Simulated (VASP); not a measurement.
# SiGe (P6_3mc) in VASP: relaxation of cell and atoms with PBEsol

Aim: the relaxation of cell and atoms of SiGe with PBEsol.

Program: VASP 6.6.1. These are calculated values, not measurements. Logs are shortened: lines on timing, memory, paths and dates and some standing lists are left out, and cuts for length are marked.

## (1) The cell of the first run

It takes space group P6_3mc (No. 186, hexagonal). The conventional cell has a = 3.904 Å, b = 3.904 Å, c = 6.451 Å, α = 90.00°, β = 90.00°, γ = 120.00°. Within 3.2 Å of Si (site symmetry 3m) lie 4 Ge at 2.40 to 2.41 Å. Ge (site symmetry 3m) has 4 Si at 2.40 to 2.41 Å within 3.2 Å.

## (2) Relaxation of cell and atoms, PBEsol

Contents of INCAR:

```
SYSTEM = SiGe
PREC     = Accurate       ! precision mode
ENCUT    = 600            ! plane-wave cutoff, eV
EDIFF    = 1E-6           ! SCF threshold, eV
ISMEAR   = 0              ! smearing method
SIGMA    = 0.02           ! smearing width, eV
LREAL    = .FALSE.        ! projectors in reciprocal space
LASPH    = .TRUE.         ! aspherical terms in the spheres
NELM     = 60             ! most SCF steps
ALGO     = Normal         ! electronic algorithm
ISIF     = 3              ! what is computed and relaxed
LWAVE    = .FALSE.        ! write WAVECAR
LCHARG   = .FALSE.        ! write CHGCAR
GGA      = PS             ! functional
IBRION   = 2              ! ionic algorithm
NSW      = 100            ! ionic steps
EDIFFG   = -0.005         ! ionic threshold
```

Contents of KPOINTS:

```
regular mesh
0
G
  12 12 6
  0 0 0
```

Contents of POSCAR:

```
SiGe
1.0
    3.9044512986      0.0000000000      0.0000000000
   -1.9522256493      3.3813540124      0.0000000000
    0.0000000000      0.0000000000      6.4507830000
Si Ge
2 2
Direct
    0.6666666700      0.3333333300      0.8746070000
    0.3333333300      0.6666666700      0.3746070000
    0.6666666700      0.3333333300      0.5003920000
    0.3333333300      0.6666666700      0.0003920000
```

Potentials or basis: VASP PAW PBE potentials, release 64 (Si, Ge_d).

Run with:

```bash
$ cat potpaw_PBE.64/Si/POTCAR potpaw_PBE.64/Ge_d/POTCAR > POTCAR
$ mpirun -np 1 vasp_std > vasp.out
```

OUTCAR:

```text
SYSTEM = SiGe
   PREC = Accurate
   ENCUT = 600
   EDIFF = 1E-6
   ISMEAR = 0
   LREAL = .FALSE.
   LASPH = .TRUE.
   NELM = 60
   ISIF = 3
   GGA = PS
   IBRION = 2
   NSW = 100
   EDIFFG = -0.005

 ion  position               nearest neighbor table
   1  0.667  0.333  0.875-   4 2.40   4 2.40   4 2.40   3 2.41
   2  0.333  0.667  0.375-   3 2.40   3 2.40   3 2.40   4 2.41
   3  0.667  0.333  0.500-   2 2.40   2 2.40   2 2.40   1 2.41
   4  0.333  0.667  0.000-   1 2.40   1 2.40   1 2.40   2 2.41

  LATTYP: Found a hexagonal cell.
 ALAT       =     3.9044512986
 C/A-ratio  =     1.6521612146

  Lattice vectors:

 A1 = (   3.9044512986,   0.0000000000,   0.0000000000)
 A2 = (  -1.9522256493,   3.3813540124,   0.0000000000)
 A3 = (   0.0000000000,   0.0000000000,   6.4507830000)

Analysis of symmetry for initial positions (statically):
=====================================================================
 Subroutine PRICEL returns:
 Original cell was already a primitive cell.

 Routine SETGRP: Setting up the symmetry group for a
 hexagonal supercell.

 Subroutine GETGRP returns: Found 12 space group operations
 (whereof  6 operations were pure point group operations)
 out of a pool of 24 trial point group operations.

The static configuration has the point symmetry C_3v.
 The point group associated with its full space group is C_6v.

Analysis of symmetry for dynamics (positions and initial velocities):
=====================================================================
 Subroutine PRICEL returns:
 Original cell was already a primitive cell.

 Routine SETGRP: Setting up the symmetry group for a
 hexagonal supercell.

 Subroutine GETGRP returns: Found 12 space group operations
 (whereof  6 operations were pure point group operations)
 out of a pool of 24 trial point group operations.

The dynamic configuration has the point symmetry C_3v.
 The point group associated with its full space group is C_6v.

 Subroutine INISYM returns: Found 12 space group operations
 (whereof  6 operations are pure point group operations),
 and found     1 'primitive' translations

----------------------------------------------------------------------------------------

                                     Primitive cell

  volume of cell :      85.1654

  direct lattice vectors                    reciprocal lattice vectors
     3.904451299  0.000000000  0.000000000     0.256117934  0.147869758  0.000000000
    -1.952225649  3.381354012  0.000000000     0.000000000  0.295739516  0.000000000
     0.000000000  0.000000000  6.450783000     0.000000000  0.000000000  0.155019941

  length of vectors
     3.904451299  3.904451299  6.450783000     0.295739516  0.295739516  0.155019941

  position of ions in fractional coordinates (direct lattice)
     0.666666670  0.333333330  0.874607000
     0.333333330  0.666666670  0.374607000
     0.666666670  0.333333330  0.500392000
     0.333333330  0.666666670  0.000392000

  ion indices of the primitive-cell ions
   primitive index   ion index
                 1           1
                 2           2
                 3           3
                 4           4

----------------------------------------------------------------------------------------

 KPOINTS: regular mesh

Automatic generation of k-mesh.
 Grid dimensions read from file:
 generate k-points for:   12   12    6

 Generating k-lattice:

  Cartesian coordinates                     Fractional coordinates (reciprocal lattice)
     0.021343161  0.012322480  0.000000000     0.083333333  0.000000000  0.000000000
     0.000000000  0.024644960  0.000000000     0.000000000  0.083333333  0.000000000
     0.000000000  0.000000000  0.025836657     0.000000000  0.000000000  0.166666667

  Length of vectors
     0.024644960  0.024644960  0.025836657

  Shift w.r.t. Gamma in fractional coordinates (k-lattice)
     0.000000000  0.000000000  0.000000000

 Subroutine IBZKPT returns following result:
 ===========================================

 Found     76 irreducible k-points:

 Following reciprocal coordinates:
            Coordinates               Weight
  0.000000  0.000000  0.000000      1.000000
  0.083333 -0.000000  0.000000      6.000000
  0.166667 -0.000000  0.000000      6.000000
  0.250000 -0.000000  0.000000      6.000000
  0.333333 -0.000000  0.000000      6.000000
  0.416667 -0.000000  0.000000      6.000000
[... 16 lines left out ...]
  0.250000 -0.000000  0.166667     12.000000
  0.333333 -0.000000  0.166667     12.000000
 [... further k-points ...]
   k-points           NKPTS =     76   k-points in BZ     NKDIM =     76   number of bands    NBANDS=     22
   number of dos      NEDOS =    301   number of ions     NIONS =      4
   total plane-waves  NPLWV =  55296
   dimension x,y,z NGX =    32 NGY =   32 NGZ =   54
   dimension x,y,z NGXF=    64 NGYF=   64 NGZF=  108
   ions per type =               2   2
   NGX,Y,Z   is equivalent  to a cutoff of  13.63, 13.63, 13.92 a.u.
   NGXF,Y,Z  is equivalent  to a cutoff of  27.25, 27.25, 27.83 a.u.
 SYSTEM =  SiGe
   PREC   = accura    normal or accurate (medium, high low for compatibility)
   ISTART =      0    job   : 0-new  1-cont  2-samecut
   ICHARG =      2    charge: 1-file 2-atom 10-const
   ISPIN  =      1    spin polarized calculation?
   LNONCOLLINEAR =      F non collinear calculations
   LSORBIT =      F    spin-orbit coupling
   LASPH  =      T    aspherical Exc in radial PAW
   ENCUT  =  600.0 eV  44.10 Ry    6.64 a.u.   7.80  7.80 12.88*2*pi/ulx,y,z
   NELM   =     60;   NELMIN=  2; NELMDL= -5     # of ELM steps
   EDIFF  = 0.1E-05   stopping-criterion for ELM
   LREAL  =      F    real-space projection
   EDIFFG = -.5E-02   stopping-criterion for IOM
   NSW    =    100    number of steps for IOM
   IBRION =      2    ionic relax: 0-MD 1-quasi-New 2-CG
   NFREE  =      1    steps in history (QN), initial steepest desc. (CG)
   ISIF   =      3    stress and relaxation
   ISYM   =      2    0-nonsym 1-usesym 2-fastsym
   POTIM  = 0.5000    time-step for ionic-motion
   TEBEG  =    0.0;   TEEND  =   0.0 temperature during run
   PSTRESS=    0.0 pullay stress
   NELECT =      36.0000    total number of electrons
   NUPDOWN=      -1.0000    fix difference up-down
   EMIN   =  10.00;   EMAX   =-10.00  energy-range for DOS
   EFERMI =   0.00;   METHOD = LEGACY
   ISMEAR =     0;   SIGMA  =   0.02  broadening in eV -4-tet -1-fermi 0-gaus
   EFERMI_NEDOS =   21; number of points for ismear=-14 and -15
   IALGO  =     38    algorithm
   IMIX   =      4    mixing-type and parameters
     AMIX     =   0.40;   BMIX     =  1.00
     AMIX_MAG =   1.60;   BMIX_MAG =  1.00
  volume/ion in A,a.u.               =      21.29       143.68
  Fermi-wavevector in a.u.,A,eV,Ry     =   1.228631  2.321775 20.538443  1.509533
  Thomas-Fermi vector in A             =   2.363549
   LORBIT       =      0    0 simple, 1 ext, 2 COOP (PROOUT), +10 PAW based schemes
   GGA     = PS    functional components
   LHFCALC =     F    Hartree Fock is set to
   AEXX    =    0.0000 exact exchange contribution
   IVDW    =     0    specifies the selected vdW correction
   LEPSILON=     F    determine dielectric tensor
   LRPA    =     F    only Hartree local field effects (RPA)
 conjugate gradient relaxation of ions
 non-spin polarized calculation
 Gauss-broadening in eV      SIGMA  =   0.02
  energy-cutoff  :      600.00
  volume of cell :       85.17
 maximum number of plane-waves:      2864
 NGX is ok and might be reduce to    32
   NGX = 15   NGY = 15   NGZ = 25

--------------------------------------- Ionic step        1  -------------------------------------------

 number of electron      36.0000003 magnetization

 Free energy of the ion-electron system (eV)
  ---------------------------------------------------
  ext. energy  EPLUGINS =         0.00000000
  ---------------------------------------------------
  free energy    TOTEN  =       -21.26115716 eV

  energy without entropy =      -21.26115716  energy(sigma->0) =      -21.26115716

------------------------ aborting loop because EDIFF is reached ----------------------------------------

  FORCE on cell =-STRESS in cart. coord.  units (eV):
  Direction    XX          YY          ZZ          XY          YZ          ZX
  --------------------------------------------------------------------------------------
  -------------------------------------------------------------------------------------
  Total       -0.1199183     -0.1199183     -0.1537357      0.0000000      0.0000000     -0.0000000
  in kB       -2.2559683     -2.2559683     -2.8921595      0.0000000      0.0000000     -0.0000000
  external PRESSURE =      -2.4680320 kB  Pullay stress =       0.0000000 kB
[... 61 lines left out ...]
  energy  without entropy=      -21.2613448669  energy(sigma->0) =      -21.26134487

--------------------------------------- Ionic step        3  -------------------------------------------

 number of electron      36.0000000 magnetization

 Free energy of the ion-electron system (eV)
  ---------------------------------------------------
  ext. energy  EPLUGINS =         0.00000000
  ---------------------------------------------------
  free energy    TOTEN  =       -21.26139486 eV

  energy without entropy =      -21.26139486  energy(sigma->0) =      -21.26139486

 E-fermi :   5.6689     XC(G=0):  -9.8812

 val. band max:        5.5591951681   @ k =   0.0000   0.0000   0.0000
 cond. band min:       5.9062586190   @ k =   0.5000  -0.0000   0.0000
 fundamental gap:      0.3470634509
 Fermi energy:         5.6689445180

 k-point     1 :       0.0000    0.0000    0.0000
  band No.  band energies     occupation
      1     -18.9656      2.00000
      2     -18.9656      2.00000
      3     -18.9623      2.00000
      4     -18.9623      2.00000
      5     -18.9594      2.00000
      6     -18.9594      2.00000
[... 574 lines left out ...]
      6     -18.9547      2.00000
[... 14 lines left out ...]
     21       8.2094      0.00000
     22       9.2290      0.00000

 [... further k-points ...]
[... 5 lines left out ...]
  --------------------------------------------------------------------------------------
  -------------------------------------------------------------------------------------
  Total       -0.0051822     -0.0051822      0.0127013      0.0000000      0.0000000     -0.0000000
  in kB       -0.0978132     -0.0978132      0.2397367      0.0000000      0.0000000     -0.0000000
  external PRESSURE =       0.0147034 kB  Pullay stress =       0.0000000 kB
[... 19 lines left out ...]
  FREE ENERGIE OF THE ION-ELECTRON SYSTEM (eV)
  ---------------------------------------------------
  free  energy   TOTEN  =       -21.2613948598 eV

  energy  without entropy=      -21.2613948598  energy(sigma->0) =      -21.26139486

 reached required accuracy - stopping structural energy minimisation
```

Wall time 2.6 min (1 thread of Intel Xeon Platinum 8488C (Sapphire Rapids), shared host); peak memory 0.33 GiB.

Results:

```yaml
Free_energy: -21.2614 eV
Relaxed_volume: 21.22 Å³/atom
Relaxed_cell: a = 3.901 Å, b = 3.901 Å, c = 6.442 Å, α = 90.00°, β = 90.00°, γ = 120.00°
Space_group_after_relaxing_to_0.05_Å: P6_3mc (No. 186)
Energy_gained_by_relaxing: 0.1 meV/atom
Ionic_steps: 3
Pressure_after_relaxing: 0.0 GPa
Band_gap_on_the_k_mesh: 0.35 eV, indirect (least direct gap 0.41 eV)
```

The path:
| step | energy change (eV) | largest force (eV/Å) | pressure (GPa) | volume (Å³) |
| --- | --- | --- | --- | --- |
| 1 | 0.0000 | 0.0101 | -0.25 | 85.17 |
| 2 | -0.0002 | 0.0041 | 0.13 | 84.76 |
| 3 | -0.0002 | 0.0012 | 0.00 | 84.88 |

Final structure:
```
CELL_PARAMETERS angstrom
3.90051 0.00000 0.00000
-1.95025 3.37794 0.00000
0.00000 0.00000 6.44243
ATOMIC_POSITIONS crystal
Si 0.66667 0.33333 0.87455
Si 0.33333 0.66667 0.37455
Ge 0.66667 0.33333 0.50044
Ge 0.33333 0.66667 0.00044
```

Caveat: the PAW data sets were made with another functional, which shifts forces and pressure a little. A k mesh can miss the band edges.
